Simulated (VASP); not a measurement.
Here is a VASP 6.6.1 calculation.

File INCAR:

```
  PREC = Accurate
  ENCUT = 520
  EDIFF = 1E-6
  ISMEAR = 0
  SIGMA = 0.1
  LREAL = F
  LASPH = T
  NELM = 150
  ALGO = Normal
  ISIF = 2
  LWAVE = F
  LCHARG = F
  ISPIN = 2
  MAGMOM = 0 0 0 0 1 1 1
  LORBIT = 11
  GGA = PE
  NBANDS = 26
```

KPOINTS

```
Automatic mesh
0
Gamma
  6 6 6
```

POSCAR

```
B4N3
1.0
    4.8750896201      0.0000000000      0.0000000000
   -2.4375448101      4.2219514567      0.0000000000
    0.0000000000      0.0000000000      3.1885442973
B N
4 3
Direct
    0.5080290079      0.0160580157      0.0000000000
    0.9839419843      0.4919709921      0.0000000000
    0.5080290079      0.4919709921      0.0000000000
    0.0000000000      0.0000000000      0.0000000000
    0.1662083764      0.8337916236      0.0000000000
    0.6675832472      0.8337916236      0.0000000000
    0.1662083764      0.3324167528      0.0000000000
```

Potentials or basis: VASP PAW PBE potentials, release 64 (B, N).

The run is started by

```bash
$ cat potpaw_PBE.64/B/POTCAR potpaw_PBE.64/N/POTCAR > POTCAR
$ mpirun -np 1 vasp_std > vasp.out
```

Q: What does it give for the pressure?

A: -1.2 GPa.

Q: Predict the net moment.

A: 0.00 μB per cell.

Q: Estimate the largest force.

A: 0.140 eV/Å.

Stress tensor (GPa, compression positive):
```
-2.34  0.00  0.00
 0.00 -2.34  0.00
 0.00  0.00  1.00
```

Caveat: this functional lacks dispersion, which binds the layers, so the pressure and a relaxed spacing across them are unreliable.
